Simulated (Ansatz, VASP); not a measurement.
Cu in VASP and in Ansatz

INCAR

```
SYSTEM = Cu
PREC = Accurate
ENCUT = 520
EDIFF = 1E-6
ISMEAR = 0
SIGMA = 0.15
LREAL = .False.
LASPH = .True.
NELM = 80
ALGO = Normal
ISIF = 2
LWAVE = .False.
LCHARG = .False.
NBANDS = 12
```

Contents of KPOINTS:

```
Automatic mesh
0
Gamma
  24 24 24
  0 0 0
```

POSCAR

```
Cu
1.0
   -1.3842776683      1.3842776683      1.3403960662
    1.3842776683     -1.3842776683      1.3403960662
    1.3842776683      1.3842776683     -1.3403960662
Cu
1
Direct
    0.0000000000      0.0000000000      0.0000000000
```

Input for Ansatz:

```yaml
crystal:
  lattice:
    - [-1.3842776683, 1.3842776683, 1.3403960662]
    - [1.3842776683, -1.3842776683, 1.3403960662]
    - [1.3842776683, 1.3842776683, -1.3403960662]
  atoms:
    - { symbol: Cu, position: [0.0, 0.0, 0.0] }
basis:
  ecutwfc: 520.0
kpoints:
  mp_grid: { grid: [24, 24, 24] }
hamiltonian:
  xc: lda
  pseudopotentials: { kind: paw, azcp: { folder: soft_1 } }
scf:
  occupations: { method: gaussian, width: 0.15 }
output:
  forces: true
  stress: true
  eigenvalues: true
```

Alike in both runs: task single point; functional LDA; k mesh 24 × 24 × 24; occupations gaussian, width 0.15 eV; no spin polarisation.

|  | VASP | Ansatz |
| --- | --- | --- |
| version | VASP 6.6.1 | Ansatz 0.2.0 |
| potentials or method | VASP PAW LDA potentials, release 64 (Cu), cutoff 520 eV | scalar-relativistic, plane waves, PAW |
| valence electrons in the cell | 11 | 19 |

Ansatz gave:

| Quantity | Value |
| --- | --- |
| gap on the k mesh at the Fermi level (eV) | none |
| pressure (GPa) | 13.3 |

Q: Estimate VASP's values.

A: gap on the k mesh at the Fermi level (eV): none; pressure (GPa): 14.3.

Ansatz warns that its potentials were made for another functional, while VASP's fit it. LDA's correlation is that of Perdew and Zunger in VASP and of Perdew and Wang (1992) in Ansatz. A gap of «none» marks a metal or a gap that the smearing closes. VASP's potentials hold 11 valence electrons a cell and Ansatz's 19, so a difference there can come from the potentials and not from the codes.
